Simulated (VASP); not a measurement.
# Si in VASP: further runs

Si is run at these levels: PBE; tasks: single point.

Program: VASP 6.6.1. These are calculated values, not measurements. Logs are shortened: lines on timing, memory, paths and dates and some standing lists are left out, and cuts for length are marked.

## Step 1: The cell of the first run

It takes space group Fd-3m (No. 227, cubic). Conventional cell: a = 5.431 Å, b = 5.431 Å, c = 5.431 Å, α = 90.00°, β = 90.00°, γ = 90.00°. Si (site symmetry -43m) has 4 Si at 2.35 Å within 3.1 Å.

## Step 2: Single point, PBE

INCAR reads:

```
  ALGO = Normal
  EDIFF = 1E-6
  ENCUT = 520
  GGA = PE
  ISIF = 2
  ISMEAR = -1
  LASPH = T
  LCHARG = F
  LREAL = F
  LWAVE = F
  NBANDS = 11
  NELM = 60
  PREC = Accurate
  SIGMA = 0.08
```

KPOINTS reads:

```
k-points
0
Gamma
  12 12 12
```

POSCAR reads:

```
Si
1.0
    0.0000000000      2.7154700000      2.7154700000
    2.7154700000      0.0000000000      2.7154700000
    2.7154700000      2.7154700000      0.0000000000
Si
2
Direct
    0.5000000000      0.5000000000      0.5000000000
    0.7500000000      0.7500000000      0.7500000000
```

Potentials or basis: VASP PAW PBE potentials, release 64 (Si).

On the command line:

```console
> cat potpaw_PBE.64/Si/POTCAR > POTCAR
> mpirun -np 1 vasp_std > vasp.out
```

OUTCAR:

```text
EDIFF = 1E-6
   ENCUT = 520
   GGA = PE
   ISIF = 2
   ISMEAR = -1
   LASPH = T
   LREAL = F
   NELM = 60
   PREC = Accurate

 ion  position               nearest neighbor table
   1  0.500  0.500  0.500-   2 2.35   2 2.35   2 2.35   2 2.35
   2  0.750  0.750  0.750-   1 2.35   1 2.35   1 2.35   1 2.35

  LATTYP: Found a face centered cubic cell.
 ALAT       =     5.4309400000

  Lattice vectors:

 A1 = (   0.0000000000,   2.7154700000,   2.7154700000)
 A2 = (   2.7154700000,   0.0000000000,   2.7154700000)
 A3 = (   2.7154700000,   2.7154700000,   0.0000000000)

Analysis of symmetry for initial positions (statically):
=====================================================================
 Subroutine PRICEL returns:
 Original cell was already a primitive cell.

 Routine SETGRP: Setting up the symmetry group for a
 face centered cubic supercell.

 Subroutine GETGRP returns: Found 48 space group operations
 (whereof 24 operations were pure point group operations)
 out of a pool of 48 trial point group operations.

The static configuration has the point symmetry T_d .
 The point group associated with its full space group is O_h .

Analysis of symmetry for dynamics (positions and initial velocities):
=====================================================================
 Subroutine PRICEL returns:
 Original cell was already a primitive cell.

 Routine SETGRP: Setting up the symmetry group for a
 face centered cubic supercell.

 Subroutine GETGRP returns: Found 48 space group operations
 (whereof 24 operations were pure point group operations)
 out of a pool of 48 trial point group operations.

The dynamic configuration has the point symmetry T_d .
 The point group associated with its full space group is O_h .

 Subroutine INISYM returns: Found 48 space group operations
 (whereof 24 operations are pure point group operations),
 and found     1 'primitive' translations

----------------------------------------------------------------------------------------

                                     Primitive cell

  volume of cell :      40.0465

  direct lattice vectors                    reciprocal lattice vectors
     0.000000000  2.715470000  2.715470000    -0.184130187  0.184130187  0.184130187
     2.715470000  0.000000000  2.715470000     0.184130187 -0.184130187  0.184130187
     2.715470000  2.715470000  0.000000000     0.184130187  0.184130187 -0.184130187

  length of vectors
     3.840254502  3.840254502  3.840254502     0.318922840  0.318922840  0.318922840

  position of ions in fractional coordinates (direct lattice)
     0.500000000  0.500000000  0.500000000
     0.750000000  0.750000000  0.750000000

  ion indices of the primitive-cell ions
   primitive index   ion index
                 1           1
                 2           2

----------------------------------------------------------------------------------------

 KPOINTS: k-points

Automatic generation of k-mesh.
 Grid dimensions read from file:
 generate k-points for:   12   12   12

 Generating k-lattice:

  Cartesian coordinates                     Fractional coordinates (reciprocal lattice)
    -0.015344182  0.015344182  0.015344182     0.083333333  0.000000000  0.000000000
     0.015344182 -0.015344182  0.015344182     0.000000000  0.083333333  0.000000000
     0.015344182  0.015344182 -0.015344182     0.000000000  0.000000000  0.083333333

  Length of vectors
     0.026576903  0.026576903  0.026576903

  Shift w.r.t. Gamma in fractional coordinates (k-lattice)
     0.000000000  0.000000000  0.000000000

 Subroutine IBZKPT returns following result:
 ===========================================

 Found     72 irreducible k-points:

 Following reciprocal coordinates:
            Coordinates               Weight
  0.000000  0.000000  0.000000      1.000000
  0.083333  0.000000  0.000000      8.000000
  0.166667  0.000000  0.000000      8.000000
  0.250000  0.000000  0.000000      8.000000
  0.333333  0.000000  0.000000      8.000000
  0.416667  0.000000  0.000000      8.000000
[... 16 lines left out ...]
  0.500000  0.166667  0.000000     24.000000
 -0.416667  0.166667  0.000000     24.000000
 [... further k-points ...]
   k-points           NKPTS =     72   k-points in BZ     NKDIM =     72   number of bands    NBANDS=     11
   number of dos      NEDOS =    301   number of ions     NIONS =      2
   total plane-waves  NPLWV =  27000
   dimension x,y,z NGX =    30 NGY =   30 NGZ =   30
   dimension x,y,z NGXF=    60 NGYF=   60 NGZF=   60
   ions per type =               2
   NGX,Y,Z   is equivalent  to a cutoff of  12.99, 12.99, 12.99 a.u.
   NGXF,Y,Z  is equivalent  to a cutoff of  25.97, 25.97, 25.97 a.u.
 SYSTEM =  unknown system
   PREC   = accura    normal or accurate (medium, high low for compatibility)
   ISTART =      0    job   : 0-new  1-cont  2-samecut
   ICHARG =      2    charge: 1-file 2-atom 10-const
   ISPIN  =      1    spin polarized calculation?
   LNONCOLLINEAR =      F non collinear calculations
   LSORBIT =      F    spin-orbit coupling
   LASPH  =      T    aspherical Exc in radial PAW
   ENCUT  =  520.0 eV  38.22 Ry    6.18 a.u.   7.14  7.14  7.14*2*pi/ulx,y,z
   NELM   =     60;   NELMIN=  2; NELMDL= -5     # of ELM steps
   EDIFF  = 0.1E-05   stopping-criterion for ELM
   LREAL  =      F    real-space projection
   EDIFFG = 0.1E-04   stopping-criterion for IOM
   NSW    =      0    number of steps for IOM
   IBRION =     -1    ionic relax: 0-MD 1-quasi-New 2-CG
   NFREE  =      0    steps in history (QN), initial steepest desc. (CG)
   ISIF   =      2    stress and relaxation
   ISYM   =      2    0-nonsym 1-usesym 2-fastsym
   POTIM  = 0.5000    time-step for ionic-motion
   TEBEG  =    0.0;   TEEND  =   0.0 temperature during run
   PSTRESS=    0.0 pullay stress
   NELECT =       8.0000    total number of electrons
   NUPDOWN=      -1.0000    fix difference up-down
   EMIN   =  10.00;   EMAX   =-10.00  energy-range for DOS
   EFERMI =   0.00;   METHOD = LEGACY
   ISMEAR =    -1;   SIGMA  =   0.08  broadening in eV -4-tet -1-fermi 0-gaus
   EFERMI_NEDOS =   21; number of points for ismear=-14 and -15
   IALGO  =     38    algorithm
   IMIX   =      4    mixing-type and parameters
     AMIX     =   0.40;   BMIX     =  1.00
     AMIX_MAG =   1.60;   BMIX_MAG =  1.00
  volume/ion in A,a.u.               =      20.02       135.12
  Fermi-wavevector in a.u.,A,eV,Ry     =   0.957010  1.808487 12.461143  0.915868
  Thomas-Fermi vector in A             =   2.085990
   LORBIT       =      0    0 simple, 1 ext, 2 COOP (PROOUT), +10 PAW based schemes
   GGA     = PE    functional components
   LHFCALC =     F    Hartree Fock is set to
   AEXX    =    0.0000 exact exchange contribution
   IVDW    =     0    specifies the selected vdW correction
   LEPSILON=     F    determine dielectric tensor
   LRPA    =     F    only Hartree local field effects (RPA)
 non-spin polarized calculation
  energy-cutoff  :      520.00
  volume of cell :       40.05
 maximum number of plane-waves:      1090
 NGX is ok and might be reduce to    30
   NGX = 15   NGY = 15   NGZ = 15

 number of electron       8.0000000 magnetization

 Free energy of the ion-electron system (eV)
  ---------------------------------------------------
  ext. energy  EPLUGINS =         0.00000000
  ---------------------------------------------------
  free energy    TOTEN  =       -10.84483361 eV

  energy without entropy =      -10.84455095  energy(sigma->0) =      -10.84469228

 E-fermi :   6.1038     XC(G=0):  -9.4090

 val. band max:        5.8239545731   @ k =   0.0000   0.0000   0.0000
 cond. band min:       6.3973203708   @ k =   0.4167   0.4167   0.0000
 fundamental gap:      0.5733657978
 Fermi energy:         6.1037610249

 k-point     1 :       0.0000    0.0000    0.0000
  band No.  band energies     occupation
      1      -6.1324      2.00000
      2       5.8240      1.94124
      3       5.8240      1.94124
      4       5.8240      1.94124
      5       8.3899      0.00000
      6       8.3899      0.00000
      7       8.3899      0.00000
      8       9.1961      0.00000
      9      13.5443      0.00000
     10      13.5443      0.00000
     11      13.7831      0.00000

 k-point     2 :       0.0833    0.0000    0.0000
  band No.  band energies     occupation
      1      -6.0414      2.00000
      2       4.9667      2.00000
      3       5.6806      1.98997
      4       5.6806      1.98997
      5       8.4347      0.00000
      6       8.6011      0.00000
      7       8.6011      0.00000
      8       9.8576      0.00000
      9      13.2756      0.00000
     10      13.2756      0.00000
     11      14.1681      0.00000

 k-point     3 :       0.1667    0.0000    0.0000
  band No.  band energies     occupation
      1      -5.7712      2.00000
      2       3.4458      2.00000
      3       5.3745      1.99978
      4       5.3745      1.99978
      5       8.1781      0.00000
      6       9.0367      0.00000
      7       9.0367      0.00000
      8      11.2814      0.00000
      9      12.9098      0.00000
     10      12.9098      0.00000
     11      14.9133      0.00000

 k-point     4 :       0.2500    0.0000    0.0000
  band No.  band energies     occupation
      1      -5.3328      2.00000
      2       1.9004      2.00000
      3       5.0657      2.00000
      4       5.0657      2.00000
      5       7.8556      0.00000
      6       9.3315      0.00000
      7       9.3315      0.00000
      8      12.7466      0.00000
      9      13.0198      0.00000
     10      13.0198      0.00000
     11      14.8204      0.00000

 k-point     5 :       0.3333    0.0000    0.0000
  band No.  band energies     occupation
      1      -4.7558      2.00000
      2       0.4938      2.00000
      3       4.8253      2.00000
      4       4.8253      2.00000
      5       7.5897      0.00000
      6       9.3323      0.00000
      7       9.3323      0.00000
      8      13.6947      0.00000
      9      13.8093      0.00000
     10      13.8093      0.00000
     11      14.9466      0.00000
[... 211 lines left out ...]
 k-point    21 :       0.3333    0.1667    0.0000
  band No.  band energies     occupation
      1      -4.8331      2.00000
      2       1.3913      2.00000
      3       3.8340      2.00000
      4       4.0806      2.00000
      5       7.7906      0.00000
      6       9.8933      0.00000
      7      10.3475      0.00000
      8      10.8999      0.00000
      9      14.8937      0.00000
     10      14.9659      0.00000
     11      16.2530      0.00000

 k-point    22 :       0.4167    0.1667    0.0000
  band No.  band energies     occupation
      1      -4.2254      2.00000
      2       0.1569      2.00000
      3       3.3950      2.00000
      4       3.9967      2.00000
      5       7.8359      0.00000
      6      10.0843      0.00000
      7      10.7193      0.00000
      8      10.8759      0.00000
      9      15.7258      0.00000
     10      16.0110      0.00000
     11      16.6705      0.00000

 k-point    23 :       0.5000    0.1667    0.0000
  band No.  band energies     occupation
      1      -3.6420      2.00000
      2      -0.7771      2.00000
      3       3.0505      2.00000
      4       4.0505      2.00000
      5       7.8675      0.00000
      6       9.9409      0.00000
      7      10.4465      0.00000
      8      12.2462      0.00000
      9      15.2502      0.00000
     10      16.2990      0.00000
     11      17.6154      0.00000

 k-point    24 :      -0.4167    0.1667    0.0000
  band No.  band energies     occupation
      1      -3.5276      2.00000
      2      -0.9368      2.00000
      3       2.8367      2.00000
      4       4.2343      2.00000
      5       8.0126      0.00000
      6       9.8932      0.00000
      7      10.2204      0.00000
      8      13.8027      0.00000
      9      14.3827      0.00000
     10      14.6085      0.00000
     11      16.9931      0.00000

 [... further k-points ...]

------------------------ aborting loop because EDIFF is reached ----------------------------------------

  FORCE on cell =-STRESS in cart. coord.  units (eV):
  Direction    XX          YY          ZZ          XY          YZ          ZX
  --------------------------------------------------------------------------------------
  -------------------------------------------------------------------------------------
  Total        0.4823995      0.4823995      0.4823995     -0.0000000      0.0000000      0.0000000
  in kB       19.2997818     19.2997818     19.2997818     -0.0000000      0.0000000      0.0000000
  external PRESSURE =      19.2997818 kB  Pullay stress =       0.0000000 kB

 VOLUME and BASIS-vectors are now :
 -----------------------------------------------------------------------------
  energy-cutoff  :      520.00
  volume of cell :       40.05
      direct lattice vectors                 reciprocal lattice vectors
     0.000000000  2.715470000  2.715470000    -0.184130187  0.184130187  0.184130187
     2.715470000  0.000000000  2.715470000     0.184130187 -0.184130187  0.184130187
     2.715470000  2.715470000  0.000000000     0.184130187  0.184130187 -0.184130187

 POSITION                                       TOTAL-FORCE (eV/Angst)
 -----------------------------------------------------------------------------------
      2.71547      2.71547      2.71547        -0.000000     -0.000000     -0.000000
      4.07320      4.07320      4.07320         0.000000      0.000000      0.000000
 -----------------------------------------------------------------------------------
    total drift:                                0.000000     -0.000000     -0.000000

  FREE ENERGIE OF THE ION-ELECTRON SYSTEM (eV)
  ---------------------------------------------------
  free  energy   TOTEN  =       -10.8448336142 eV

  energy  without entropy=      -10.8445509522  energy(sigma->0) =      -10.84469228
```

Run time: 19 s. Hardware: 1 thread of AMD EPYC 9R45 (Zen 5), shared host; peak memory 0.14 GiB.

What came out:

```yaml
Free_energy: -10.8448 eV
Pressure: 1.9 GPa
Band_gap_on_the_k_mesh: 0.57 eV (least direct gap 2.57 eV)
```

Levels at points of the mesh, in eV from the valence-band top:
| k point | band 2 | band 3 | band 4 | band 5 | band 6 | band 7 |
| --- | --- | --- | --- | --- | --- | --- |
| (0.00, 0.00, 0.00) | 0.00 | 0.00 | 0.00 | 2.57 | 2.57 | 2.57 |
| (0.50, 0.00, 0.00) | -6.96 | -1.20 | -1.20 | 1.54 | 3.34 | 3.34 |
| (0.50, 0.50, 0.00) | -7.81 | -2.85 | -2.85 | 0.71 | 0.71 | 10.12 |

A k mesh can miss the band edges.

## Step 3: Single point, PBE (atom 2 (Si) moved by [0.028868, 0.028868, 0.028868] A)

INCAR reads:

```
SYSTEM = Si
PREC = Accurate
ENCUT = 520
EDIFF = 1E-7
ISMEAR = -1
SIGMA = 0.08
LREAL = .False.
LASPH = .True.
NELM = 100
ALGO = Normal
ISIF = 2
LWAVE = .False.
LCHARG = .False.
GGA = PE
NBANDS = 11
```

KPOINTS reads:

```
Automatic mesh
0
Gamma
  12 12 12
  0 0 0
```

Edit POSCAR of step 2 so:

```diff
@@ -9,2 +9,2 @@
     0.5000000000      0.5000000000      0.5000000000
-    0.7500000000      0.7500000000      0.7500000000
+    0.7553154702      0.7553154702      0.7553154702
```

Potentials or basis: VASP PAW PBE potentials, release 64 (Si).

On the command line:

```console
> cat potpaw_PBE.64/Si/POTCAR > POTCAR
> mpirun -np 1 vasp_std > vasp.out
```

It took 52 s on 1 thread of AMD EPYC 9R45 (Zen 5), shared host; peak memory 0.17 GiB.

It converged, with:

* Free energy: -10.8288 eV
* Pressure: 2.0 GPa
* Largest force: 0.624 eV/Å
* Band gap on the k mesh: 0.28 eV (least direct gap 2.12 eV)

Forces on the atoms (eV/Å):
```
Si   0.360  0.360  0.360
Si  -0.360 -0.360 -0.360
```

Stress tensor (GPa, compression positive):
```
 2.00 -1.08 -1.08
-1.08  2.00 -1.08
-1.08 -1.08  2.00
```

Levels at points of the mesh, in eV from the valence-band top:
| k point | band 1 | band 2 | band 3 | band 4 | band 5 | band 6 | band 7 | band 8 |
| --- | --- | --- | --- | --- | --- | --- | --- | --- |
| (0.00, 0.00, 0.00) | -12.24 | -0.42 | -0.42 | 0.00 | 2.12 | 2.36 | 2.36 | 3.09 |
| (0.50, 0.00, 0.00) | -9.88 | -7.32 | -1.61 | -1.31 | 1.27 | 2.91 | 3.25 | 7.47 |
| (0.50, 0.50, 0.50) | -10.00 | -7.04 | -1.53 | -1.53 | 1.20 | 2.98 | 2.98 | 7.37 |
| (0.50, 0.50, 0.00) | -8.18 | -8.01 | -3.18 | -3.08 | 0.36 | 0.49 | 9.82 | 9.86 |

Caveat: the cell differs from its parent crystal (atom 2 (Si) moved by [0.028868, 0.028868, 0.028868] A). A k mesh can miss the band edges.
